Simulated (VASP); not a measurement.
# Ru (R-3m) in VASP: a series of runs, part 3 of 3

VASP 6.6.1.

## (6) Single point, PBE

This run uses another cell than the first one, of 14.84 Å³/atom, 1.209 times its volume.

The input, INCAR:

```
ALGO = Fast ; EDIFF = 1E-7
ENCUT = 520 ; GGA = PE
ISIF = 2 ; ISMEAR = 0
LASPH = T ; LCHARG = F
LREAL = F ; LWAVE = F
NBANDS = 13 ; NELM = 60
PREC = Accurate ; SIGMA = 0.15
```

The input, KPOINTS:

```
k-points
0
Gamma
  20 20 20
```

The input, POSCAR:

```
Ru
1.0
    0.1333558828      2.0193890817      2.0193890817
    2.0193890817      0.1333558828      2.0193890817
    2.0193890817      2.0193890817      0.1333558828
Ru
1
Direct
    0.0000000000      0.0000000000      0.0000000000
```

Potentials or basis: VASP PAW PBE potentials, release 64 (Ru_pv).

On the command line:

```
cat potpaw_PBE.64/Ru_pv/POTCAR > POTCAR
mpirun -np 1 vasp_std > vasp.out
```

OUTCAR:

```text
EDIFF = 1E-7
   ENCUT = 520
   GGA = PE
   ISIF = 2
   ISMEAR = 0
   LASPH = T
   LREAL = F
   NELM = 60
   PREC = Accurate

 ion  position               nearest neighbor table
   1  0.000  0.000  0.000-

  LATTYP: Found a trigonal (rhomboedric) cell.
 ALAT       =     2.8589593068
 COS(alpha) =     0.5648061809

  Lattice vectors:

 A1 = (   0.1333558828,   2.0193890817,   2.0193890817)
 A2 = (   2.0193890817,   0.1333558828,   2.0193890817)
 A3 = (   2.0193890817,   2.0193890817,   0.1333558828)

Analysis of symmetry for initial positions (statically):
=====================================================================
 Subroutine PRICEL returns:
 Original cell was already a primitive cell.

 Routine SETGRP: Setting up the symmetry group for a
 trigonal (rhombohedral) supercell.

 Subroutine GETGRP returns: Found 12 space group operations
 (whereof 12 operations were pure point group operations)
 out of a pool of 12 trial point group operations.

The static configuration has the point symmetry D_3d.

Analysis of symmetry for dynamics (positions and initial velocities):
=====================================================================
 Subroutine PRICEL returns:
 Original cell was already a primitive cell.

 Routine SETGRP: Setting up the symmetry group for a
 trigonal (rhombohedral) supercell.

 Subroutine GETGRP returns: Found 12 space group operations
 (whereof 12 operations were pure point group operations)
 out of a pool of 12 trial point group operations.

The dynamic configuration has the point symmetry D_3d.

 Subroutine INISYM returns: Found 12 space group operations
 (whereof 12 operations are pure point group operations),
 and found     1 'primitive' translations

----------------------------------------------------------------------------------------

                                     Primitive cell

  volume of cell :      14.8408

  direct lattice vectors                    reciprocal lattice vectors
     0.133355883  2.019389082  2.019389082    -0.273580410  0.256632951  0.256632951
     2.019389082  0.133355883  2.019389082     0.256632951 -0.273580410  0.256632951
     2.019389082  2.019389082  0.133355883     0.256632951  0.256632951 -0.273580410

  length of vectors
     2.858959307  2.858959307  2.858959307     0.454496626  0.454496626  0.454496626

  position of ions in fractional coordinates (direct lattice)
     0.000000000  0.000000000  0.000000000

  ion indices of the primitive-cell ions
   primitive index   ion index
                 1           1

----------------------------------------------------------------------------------------

 KPOINTS: k-points

Automatic generation of k-mesh.
 Grid dimensions read from file:
 generate k-points for:   20   20   20

 Generating k-lattice:

  Cartesian coordinates                     Fractional coordinates (reciprocal lattice)
    -0.013679020  0.012831648  0.012831648     0.050000000 -0.000000000 -0.000000000
     0.012831648 -0.013679020  0.012831648    -0.000000000  0.050000000 -0.000000000
     0.012831648  0.012831648 -0.013679020    -0.000000000 -0.000000000  0.050000000

  Length of vectors
     0.022724831  0.022724831  0.022724831

  Shift w.r.t. Gamma in fractional coordinates (k-lattice)
     0.000000000  0.000000000  0.000000000

 Subroutine IBZKPT returns following result:
 ===========================================

 Found    781 irreducible k-points:

 Following reciprocal coordinates:
            Coordinates               Weight
  0.000000  0.000000  0.000000      1.000000
  0.050000  0.000000  0.000000      6.000000
  0.100000  0.000000  0.000000      6.000000
  0.150000  0.000000  0.000000      6.000000
  0.200000  0.000000  0.000000      6.000000
  0.250000  0.000000  0.000000      6.000000
[... 16 lines left out ...]
 -0.400000  0.050000 -0.000000     12.000000
 -0.350000  0.050000 -0.000000     12.000000
 [... further k-points ...]
   k-points           NKPTS =    781   k-points in BZ     NKDIM =    781   number of bands    NBANDS=     13
   number of dos      NEDOS =    301   number of ions     NIONS =      1
   total plane-waves  NPLWV =  13824
   dimension x,y,z NGX =    24 NGY =   24 NGZ =   24
   dimension x,y,z NGXF=    48 NGYF=   48 NGZF=   48
   ions per type =               1
   NGX,Y,Z   is equivalent  to a cutoff of  13.96, 13.96, 13.96 a.u.
   NGXF,Y,Z  is equivalent  to a cutoff of  27.91, 27.91, 27.91 a.u.
 SYSTEM =  unknown system
   PREC   = accura    normal or accurate (medium, high low for compatibility)
   ISTART =      0    job   : 0-new  1-cont  2-samecut
   ICHARG =      2    charge: 1-file 2-atom 10-const
   ISPIN  =      1    spin polarized calculation?
   LNONCOLLINEAR =      F non collinear calculations
   LSORBIT =      F    spin-orbit coupling
   LASPH  =      T    aspherical Exc in radial PAW
   ENCUT  =  520.0 eV  38.22 Ry    6.18 a.u.   5.32  5.32  5.32*2*pi/ulx,y,z
   NELM   =     60;   NELMIN=  2; NELMDL= -5     # of ELM steps
   EDIFF  = 0.1E-06   stopping-criterion for ELM
   LREAL  =      F    real-space projection
   EDIFFG = 0.1E-05   stopping-criterion for IOM
   NSW    =      0    number of steps for IOM
   IBRION =     -1    ionic relax: 0-MD 1-quasi-New 2-CG
   NFREE  =      0    steps in history (QN), initial steepest desc. (CG)
   ISIF   =      2    stress and relaxation
   ISYM   =      2    0-nonsym 1-usesym 2-fastsym
   POTIM  = 0.5000    time-step for ionic-motion
   TEBEG  =    0.0;   TEEND  =   0.0 temperature during run
   PSTRESS=    0.0 pullay stress
   NELECT =      14.0000    total number of electrons
   NUPDOWN=      -1.0000    fix difference up-down
   EMIN   =  10.00;   EMAX   =-10.00  energy-range for DOS
   EFERMI =   0.00;   METHOD = LEGACY
   ISMEAR =     0;   SIGMA  =   0.15  broadening in eV -4-tet -1-fermi 0-gaus
   EFERMI_NEDOS =   21; number of points for ismear=-14 and -15
   IALGO  =     68    algorithm
   IMIX   =      4    mixing-type and parameters
     AMIX     =   0.40;   BMIX     =  1.00
     AMIX_MAG =   1.60;   BMIX_MAG =  1.00
  volume/ion in A,a.u.               =      14.84       100.15
  Fermi-wavevector in a.u.,A,eV,Ry     =   1.605580  3.034106 35.074271  2.577886
  Thomas-Fermi vector in A             =   2.701903
   LORBIT       =      0    0 simple, 1 ext, 2 COOP (PROOUT), +10 PAW based schemes
   GGA     = PE    functional components
   LHFCALC =     F    Hartree Fock is set to
   AEXX    =    0.0000 exact exchange contribution
   IVDW    =     0    specifies the selected vdW correction
   LEPSILON=     F    determine dielectric tensor
   LRPA    =     F    only Hartree local field effects (RPA)
 non-spin polarized calculation
 RMM-DIIS sequential band-by-band and
 Gauss-broadening in eV      SIGMA  =   0.15
  energy-cutoff  :      520.00
  volume of cell :       14.84
 maximum number of plane-waves:       410
 NGX is ok and might be reduce to    24
   NGX = 11   NGY = 11   NGZ = 11

 number of electron      14.0000001 magnetization

 Free energy of the ion-electron system (eV)
  ---------------------------------------------------
  ext. energy  EPLUGINS =         0.00000000
  ---------------------------------------------------
  free energy    TOTEN  =        -8.95066140 eV

  energy without entropy =       -8.93656810  energy(sigma->0) =       -8.94361475

 E-fermi :  11.2356     XC(G=0): -13.5605

 val. band max:       11.2355824790   @ k =  -0.0500   0.0500   0.0500
 cond. band min:      11.2362467382   @ k =   0.2500   0.0500   0.0500
 fundamental gap:      0.0006642593
 Fermi energy:        11.2355958961

 k-point     1 :       0.0000    0.0000    0.0000
  band No.  band energies     occupation
      1     -31.2937      2.00000
      2     -31.1323      2.00000
      3     -31.1323      2.00000
      4       3.8370      2.00000
      5       8.1231      2.00000
      6       9.2230      2.00000
      7       9.2230      2.00000
      8      11.2466      0.91764
      9      11.2466      0.91764
     10      21.8889      0.00000
     11      26.0773      0.00000
     12      29.8867      0.00000
     13      32.6690      0.00000
[... 353 lines left out ...]
 k-point    24 :      -0.3500    0.0500   -0.0000
  band No.  band energies     occupation
      1     -31.9201      2.00000
      2     -31.3359      2.00000
      3     -31.2946      2.00000
      4       6.0019      2.00000
      5       8.3852      2.00000
      6       9.6553      2.00000
      7      10.2797      2.00000
      8      11.6307      0.00020
      9      12.9482      0.00000
     10      21.8875      0.00000
     11      23.1364      0.00000
     12      26.8289      0.00000
     13      31.6625      0.00000

 [... further k-points ...]

------------------------ aborting loop because EDIFF is reached ----------------------------------------

  FORCE on cell =-STRESS in cart. coord.  units (eV):
  Direction    XX          YY          ZZ          XY          YZ          ZX
  --------------------------------------------------------------------------------------
  -------------------------------------------------------------------------------------
  Total       -1.3564422     -1.3564422     -1.3564422     -1.1084687     -1.1084687     -1.1084687
  in kB     -146.4383932   -146.4383932   -146.4383932   -119.6677398   -119.6677398   -119.6677398
  external PRESSURE =    -146.4383932 kB  Pullay stress =       0.0000000 kB

 VOLUME and BASIS-vectors are now :
 -----------------------------------------------------------------------------
  energy-cutoff  :      520.00
  volume of cell :       14.84
      direct lattice vectors                 reciprocal lattice vectors
     0.133355883  2.019389082  2.019389082    -0.273580410  0.256632951  0.256632951
     2.019389082  0.133355883  2.019389082     0.256632951 -0.273580410  0.256632951
     2.019389082  2.019389082  0.133355883     0.256632951  0.256632951 -0.273580410

 POSITION                                       TOTAL-FORCE (eV/Angst)
 -----------------------------------------------------------------------------------
      0.00000      0.00000      0.00000        -0.000000      0.000000     -0.000000
 -----------------------------------------------------------------------------------
    total drift:                               -0.000000      0.000000     -0.000000

  FREE ENERGIE OF THE ION-ELECTRON SYSTEM (eV)
  ---------------------------------------------------
  free  energy   TOTEN  =        -8.9506614040 eV

  energy  without entropy=       -8.9365681008  energy(sigma->0) =       -8.94361475
```

stdout:

```text
POSCAR found type information on POSCAR Ru
 POSCAR found :  1 types and       1 ions
 scaLAPACK will be used
 LDA part: xc-table for (Slater+PW92), standard interpolation
 POSCAR, INCAR and KPOINTS ok, starting setup
 FFT: planning ... GRIDC
 FFT: planning ... GRID_SOFT
 FFT: planning ... GRID
 WAVECAR not read
 entering main loop
WARNING in EDDRMM: call to ZHEGV failed, returncode =   8  4     13
```

Run time: 2.1 min. Hardware: 1 thread of Intel Xeon Platinum 8488C (Sapphire Rapids), shared host; peak memory 0.26 GiB.

What came out:

```yaml
Free_energy: -8.9507 eV
Pressure: -14.6 GPa
Band_gap_on_the_k_mesh: zero (band 7 reaches 13.08 eV, above the bottom of band 8 at 10.06 eV)
```

Stress tensor (GPa, compression positive):
```
-14.64 -11.97 -11.97
-11.97 -14.64 -11.97
-11.97 -11.97 -14.64
```

Levels at points of the mesh, in eV from the Fermi level:
```
           k point  band 5  band 6  band 7  band 8  band 9  band 10
(0.00, 0.00, 0.00)   -3.11   -2.01   -2.01    0.01    0.01    10.65
(0.50, 0.00, 0.00)   -3.12   -1.73    1.01    1.33    2.01     9.56
(0.50, 0.50, 0.00)   -5.24    1.23    1.84    2.19    3.44    10.65
(0.50, 0.50, 0.50)   -2.24   -2.24    0.03    1.31    1.31     7.54
```

## (7) The runs side by side

```csv
cell,gap on the mesh (eV),pressure (GPa)
"a = 2.502 Å, angles 65.0°, 1 atom",none,54.8
"a = 2.536 Å, angles 64.9°, 1 atom",none,35.4
"a = 2.724 Å, angles 55.4°, 1 atom",none,35.4
"a = 2.671 Å, angles 64.6°, 1 atom",none,-14.8
"a = 2.859 Å, angles 55.6°, 1 atom",none,-14.6
```

Alike in all rows: task single point; level PBE; potentials or basis VASP PAW PBE potentials, release 64 (Ru_pv); no spin polarisation; k mesh 20 × 20 × 20; cutoff (eV) 520; smearing gaussian 0.15 eV.

Total energies depend on the potentials used, so only differences within one code and one set of settings carry meaning.
